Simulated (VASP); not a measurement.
GaN (zincblende type), 4 atoms in the cell. Symmetry: F-43m, No. 216, cubic system. The conventional cell has a = 4.548 Å, b = 4.548 Å, c = 4.548 Å, α = 90.00°, β = 90.00°, γ = 90.00°. Ga (site symmetry -43m) has 4 N at 1.97 Å within 2.6 Å. N (site symmetry -43m) has 4 Ga at 1.97 Å within 2.6 Å. 

```yaml
Program: VASP 6.6.1
Task: single point
Functional: PBE
Potentials_or_basis: VASP PAW PBE potentials, release 64 (Ga_d, N)
Cutoff: 520 eV
k_mesh: 8 × 6 × 8
Occupations: fermi-dirac, width 0.02 eV
Spin: no spin polarisation
Dipole_correction: no
Further_INCAR_settings: ALGO = Normal; EDIFF = 1e-07; NBANDS = 26
```

Potentials or basis: VASP PAW PBE potentials, release 64 (Ga_d, N).

Run with:

```sh
$ cat potpaw_PBE.64/Ga_d/POTCAR potpaw_PBE.64/N/POTCAR > POTCAR
$ mpirun -np 1 vasp_std > vasp.out
```

Hardware: 1 thread of Intel(R) Xeon(R) 6975P-C (Granite Rapids), with other jobs on the host.

How long does it take, and how much memory?

It took 26 s on 1 thread of Intel(R) Xeon(R) 6975P-C (Granite Rapids) (shared host), peak memory 0.19 GiB. Counts: scf iterations 15, k points 60.
